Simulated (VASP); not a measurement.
# W (Pm-3m) in VASP: further runs, part 2 of 2

VASP 6.6.1.

**6. Single point, r2SCAN (volume scaled by 1.08)**

Input file POSCAR:

```
W
1.0
    2.6901309722      0.0000000000      0.0000000000
    0.0000000000      2.6901309722      0.0000000000
    0.0000000000      0.0000000000      2.6901309722
W
1
Direct
    0.0000000000      0.0000000000      0.0000000000
```

Input file INCAR.step1:

```
  PREC = Accurate
  ENCUT = 520
  ISMEAR = -1
  SIGMA = 0.1
  LREAL = False
  LASPH = True
  NELM = 100
  NBANDS = 13
  GGA = PE
  ALGO = Normal
  EDIFF = 1E-4
  LWAVE = True
  LCHARG = False
```

Input file INCAR.step2:

```
  PREC = Accurate
  ENCUT = 520
  EDIFF = 1E-6
  ISMEAR = -1
  SIGMA = 0.1
  LREAL = False
  LASPH = True
  NELM = 100
  ALGO = Normal
  ISIF = 2
  LWAVE = False
  LCHARG = True
  METAGGA = R2SCAN
  LMIXTAU = True
  LELF = True
  LVHAR = True
  NBANDS = 13
  ISTART = 1
```

Input file KPOINTS:

```
regular mesh
0
Gamma
  13 13 13
```

Potentials or basis: VASP PAW PBE potentials, release 64 (W_sv).

Run with:

```
> cat potpaw_PBE.64/W_sv/POTCAR > POTCAR
> cp INCAR.step1 INCAR
> mpirun -np 1 vasp_std > vasp.out
> cp INCAR.step2 INCAR
> mpirun -np 1 vasp_std > vasp.out
```

OUTCAR:

```text
PREC = Accurate
   ENCUT = 520
   EDIFF = 1E-6
   ISMEAR = -1
   LREAL = False
   LASPH = True
   NELM = 100
   ISIF = 2
   METAGGA = R2SCAN
   ISTART = 1

 ion  position               nearest neighbor table
   1  0.000  0.000  0.000-

  LATTYP: Found a simple cubic cell.
 ALAT       =     2.6901309722

  Lattice vectors:

 A1 = (   2.6901309722,   0.0000000000,   0.0000000000)
 A2 = (   0.0000000000,   2.6901309722,   0.0000000000)
 A3 = (   0.0000000000,   0.0000000000,   2.6901309722)

Analysis of symmetry for initial positions (statically):
=====================================================================
 Subroutine PRICEL returns:
 Original cell was already a primitive cell.

 Routine SETGRP: Setting up the symmetry group for a
 simple cubic supercell.

 Subroutine GETGRP returns: Found 48 space group operations
 (whereof 48 operations were pure point group operations)
 out of a pool of 48 trial point group operations.

The static configuration has the point symmetry O_h .

Analysis of symmetry for dynamics (positions and initial velocities):
=====================================================================
 Subroutine PRICEL returns:
 Original cell was already a primitive cell.

 Routine SETGRP: Setting up the symmetry group for a
 simple cubic supercell.

 Subroutine GETGRP returns: Found 48 space group operations
 (whereof 48 operations were pure point group operations)
 out of a pool of 48 trial point group operations.

The dynamic configuration has the point symmetry O_h .

 Subroutine INISYM returns: Found 48 space group operations
 (whereof 48 operations are pure point group operations),
 and found     1 'primitive' translations

----------------------------------------------------------------------------------------

                                     Primitive cell

  volume of cell :      19.4680

  direct lattice vectors                    reciprocal lattice vectors
     2.690130972  0.000000000  0.000000000     0.371729113  0.000000000  0.000000000
     0.000000000  2.690130972  0.000000000     0.000000000  0.371729113  0.000000000
     0.000000000  0.000000000  2.690130972     0.000000000  0.000000000  0.371729113

  length of vectors
     2.690130972  2.690130972  2.690130972     0.371729113  0.371729113  0.371729113

  position of ions in fractional coordinates (direct lattice)
     0.000000000  0.000000000  0.000000000

  ion indices of the primitive-cell ions
   primitive index   ion index
                 1           1

----------------------------------------------------------------------------------------

 KPOINTS: regular mesh

Automatic generation of k-mesh.
 Grid dimensions read from file:
 generate k-points for:   13   13   13

 Generating k-lattice:

  Cartesian coordinates                     Fractional coordinates (reciprocal lattice)
     0.028594547  0.000000000  0.000000000     0.076923077  0.000000000  0.000000000
     0.000000000  0.028594547  0.000000000     0.000000000  0.076923077  0.000000000
     0.000000000  0.000000000  0.028594547     0.000000000  0.000000000  0.076923077

  Length of vectors
     0.028594547  0.028594547  0.028594547

  Shift w.r.t. Gamma in fractional coordinates (k-lattice)
     0.000000000  0.000000000  0.000000000

 Subroutine IBZKPT returns following result:
 ===========================================

 Found     84 irreducible k-points:

 Following reciprocal coordinates:
            Coordinates               Weight
  0.000000  0.000000  0.000000      1.000000
  0.076923  0.000000  0.000000      6.000000
  0.153846  0.000000  0.000000      6.000000
  0.230769  0.000000  0.000000      6.000000
  0.307692  0.000000  0.000000      6.000000
  0.384615  0.000000  0.000000      6.000000
[... 16 lines left out ...]
  0.307692  0.307692  0.000000     12.000000
  0.384615  0.307692  0.000000     24.000000
 [... further k-points ...]
   k-points           NKPTS =     84   k-points in BZ     NKDIM =     84   number of bands    NBANDS=     13
   number of dos      NEDOS =    301   number of ions     NIONS =      1
   total plane-waves  NPLWV =   8000
   dimension x,y,z NGX =    20 NGY =   20 NGZ =   20
   dimension x,y,z NGXF=    40 NGYF=   40 NGZF=   40
   ions per type =               1
   NGX,Y,Z   is equivalent  to a cutoff of  12.36, 12.36, 12.36 a.u.
   NGXF,Y,Z  is equivalent  to a cutoff of  24.72, 24.72, 24.72 a.u.
 SYSTEM =  unknown system
   PREC   = accura    normal or accurate (medium, high low for compatibility)
   ISTART =      1    job   : 0-new  1-cont  2-samecut
   ICHARG =      0    charge: 1-file 2-atom 10-const
   ISPIN  =      1    spin polarized calculation?
   LNONCOLLINEAR =      F non collinear calculations
   LSORBIT =      F    spin-orbit coupling
   LASPH  =      T    aspherical Exc in radial PAW
   ENCUT  =  520.0 eV  38.22 Ry    6.18 a.u.   5.00  5.00  5.00*2*pi/ulx,y,z
   NELM   =    100;   NELMIN=  2; NELMDL=  0     # of ELM steps
   EDIFF  = 0.1E-05   stopping-criterion for ELM
   LREAL  =      F    real-space projection
   EDIFFG = 0.1E-04   stopping-criterion for IOM
   NSW    =      0    number of steps for IOM
   IBRION =     -1    ionic relax: 0-MD 1-quasi-New 2-CG
   NFREE  =      0    steps in history (QN), initial steepest desc. (CG)
   ISIF   =      2    stress and relaxation
   ISYM   =      2    0-nonsym 1-usesym 2-fastsym
   POTIM  = 0.5000    time-step for ionic-motion
   TEBEG  =    0.0;   TEEND  =   0.0 temperature during run
   PSTRESS=    0.0 pullay stress
   NELECT =      14.0000    total number of electrons
   NUPDOWN=      -1.0000    fix difference up-down
   EMIN   =  10.00;   EMAX   =-10.00  energy-range for DOS
   EFERMI =   0.00;   METHOD = LEGACY
   ISMEAR =    -1;   SIGMA  =   0.10  broadening in eV -4-tet -1-fermi 0-gaus
   EFERMI_NEDOS =   21; number of points for ismear=-14 and -15
   IALGO  =     38    algorithm
   IMIX   =      4    mixing-type and parameters
     AMIX     =   0.40;   BMIX     =  1.00
     AMIX_MAG =   1.60;   BMIX_MAG =  1.00
  volume/ion in A,a.u.               =      19.47       131.38
  Fermi-wavevector in a.u.,A,eV,Ry     =   1.466709  2.771679 29.269350  2.151237
  Thomas-Fermi vector in A             =   2.582414
   LORBIT       =      0    0 simple, 1 ext, 2 COOP (PROOUT), +10 PAW based schemes
   METAGGA = R2SCAN    functional components
   LHFCALC =     F    Hartree Fock is set to
   AEXX    =    0.0000 exact exchange contribution
   IVDW    =     0    specifies the selected vdW correction
   LEPSILON=     F    determine dielectric tensor
   LRPA    =     F    only Hartree local field effects (RPA)
 non-spin polarized calculation
  energy-cutoff  :      520.00
  volume of cell :       19.47
 maximum number of plane-waves:       537
   NGX = 11   NGY = 11   NGZ = 11

 number of electron      13.9999996 magnetization

 Free energy of the ion-electron system (eV)
  ---------------------------------------------------
  ext. energy  EPLUGINS =         0.00000000
  ---------------------------------------------------
  free energy    TOTEN  =       -49.75582053 eV

  energy without entropy =      -49.72115410  energy(sigma->0) =      -49.73848731

 E-fermi :   8.5155     XC(G=0): -13.4406

 val. band max:        8.4818808661   @ k =   0.3846   0.3846   0.1538
 cond. band min:       8.5196268509   @ k =   0.3077   0.3077   0.0769
 fundamental gap:      0.0377459847
 Fermi energy:         8.5155289070

 k-point     1 :       0.0000    0.0000    0.0000
  band No.  band energies     occupation
      1     -67.5938      2.00000
      2     -30.5983      2.00000
      3     -30.5983      2.00000
      4     -30.5983      2.00000
      5      -0.1767      2.00000
      6       4.1446      2.00000
      7       4.1446      2.00000
      8      13.1093      0.00000
      9      13.1093      0.00000
     10      13.1093      0.00000
     11      23.5061      0.00000
     12      23.5061      0.00000
     13      23.5061      0.00000

 k-point     2 :       0.0769    0.0000    0.0000
  band No.  band energies     occupation
      1     -67.5890      2.00000
      2     -30.6670      2.00000
      3     -30.5927      2.00000
      4     -30.5927      2.00000
      5       0.0111      2.00000
      6       4.1929      2.00000
      7       4.3348      2.00000
      8      12.8191      0.00000
      9      12.8191      0.00000
     10      13.1292      0.00000
     11      22.4722      0.00000
[... 339 lines left out ...]
 k-point    24 :       0.3846    0.3077    0.0000
  band No.  band energies     occupation
      1     -67.4649      2.00000
      2     -31.4927      2.00000
      3     -31.2584      2.00000
      4     -30.4478      2.00000
      5       4.1267      2.00000
      6       5.0660      2.00000
      7       8.9248      0.03285
      8      10.3525      0.00000
      9      10.6794      0.00000
     10      11.0665      0.00000
     11      17.8795      0.00000
     12      22.0437      0.00000
     13      25.6847      0.00000

 [... further k-points ...]
[... 5 lines left out ...]
  --------------------------------------------------------------------------------------
  -------------------------------------------------------------------------------------
  Total       -1.7272094     -1.7272094     -1.7272094      0.0000000      0.0000000     -0.0000000
  in kB     -142.1462163   -142.1462163   -142.1462163      0.0000000      0.0000000     -0.0000000
  external PRESSURE =    -142.1462163 kB  Pullay stress =       0.0000000 kB

 VOLUME and BASIS-vectors are now :
 -----------------------------------------------------------------------------
  energy-cutoff  :      520.00
  volume of cell :       19.47
      direct lattice vectors                 reciprocal lattice vectors
     2.690130972  0.000000000  0.000000000     0.371729113  0.000000000  0.000000000
     0.000000000  2.690130972  0.000000000     0.000000000  0.371729113  0.000000000
     0.000000000  0.000000000  2.690130972     0.000000000  0.000000000  0.371729113

 POSITION                                       TOTAL-FORCE (eV/Angst)
 -----------------------------------------------------------------------------------
      0.00000      0.00000      0.00000         0.000000      0.000000      0.000000
 -----------------------------------------------------------------------------------
    total drift:                                0.000000      0.000000      0.000000

  FREE ENERGIE OF THE ION-ELECTRON SYSTEM (eV)
  ---------------------------------------------------
  free  energy   TOTEN  =       -49.7558205262 eV

  energy  without entropy=      -49.7211541029  energy(sigma->0) =      -49.73848731
```

OSZICAR.step1:

```text
N       E                     dE             d eps       ncg     rms          rms(c)
DAV:   1     0.884040232297E+02    0.88404E+02   -0.76004E+03  2192   0.120E+03
DAV:   2    -0.101874080067E+02   -0.98591E+02   -0.94225E+02  2439   0.311E+02
DAV:   3    -0.119507178404E+02   -0.17633E+01   -0.17527E+01  2464   0.407E+01
DAV:   4    -0.119607600058E+02   -0.10042E-01   -0.10042E-01  2394   0.339E+00
DAV:   5    -0.119608757988E+02   -0.11579E-03   -0.11579E-03  2534   0.347E-01    0.155E+01
DAV:   6    -0.115694967685E+02    0.39138E+00   -0.40573E-01  2229   0.765E+00    0.604E+00
DAV:   7    -0.114927607547E+02    0.76736E-01   -0.16131E-01  2369   0.458E+00    0.531E-01
DAV:   8    -0.114902514273E+02    0.25093E-02   -0.43545E-03  2244   0.826E-01    0.387E-02
DAV:   9    -0.114902441628E+02    0.72644E-05   -0.78111E-05  1727   0.120E-01
   1 F= -.11490244E+02 E0= -.11474674E+02  d E =-.311404E-01
```

Wall time 66 s (1 thread of Intel Xeon Platinum 8375C at 2.90GHz (Ice Lake), shared host); peak memory 0.14 GiB.

What came out:

```
Free energy            : -49.7558 eV
Pressure               : -14.2 GPa
Band gap on the k mesh : zero (band 7 reaches 10.44 eV, above the bottom of band 8 at 7.94 eV)
```

Caveat: the PAW data sets were made with another functional, which shifts forces and pressure a little; spin-orbit coupling is left out, which moves the levels of the heavy elements.

**7. The runs side by side**

| cell | k mesh | gap on the mesh (eV) | pressure (GPa) |
| --- | --- | --- | --- |
| a = 2.587 Å, 1 atom | 13 × 13 × 13 | none | 10.5 |
| a = 2.622 Å, 1 atom | 12 × 12 × 12 | none | 1.1 |
| a = 2.622 Å, 1 atom | 13 × 13 × 13 | none | 0.5 |
| a = 2.657 Å, 1 atom | 13 × 13 × 13 | none | -7.6 |
| a = 2.690 Å, 1 atom | 13 × 13 × 13 | none | -14.2 |

Alike in all rows: task single point; level r2SCAN; potentials or basis VASP PAW PBE potentials, release 64 (W_sv); no spin polarisation; cutoff (eV) 520; smearing fermi-dirac 0.1 eV.

Caveats: the PAW data sets were made with another functional, which shifts forces and pressure a little; spin-orbit coupling is left out, which moves the levels of the heavy elements.

Total energies depend on the potentials used, so only differences within one code and one set of settings carry meaning.
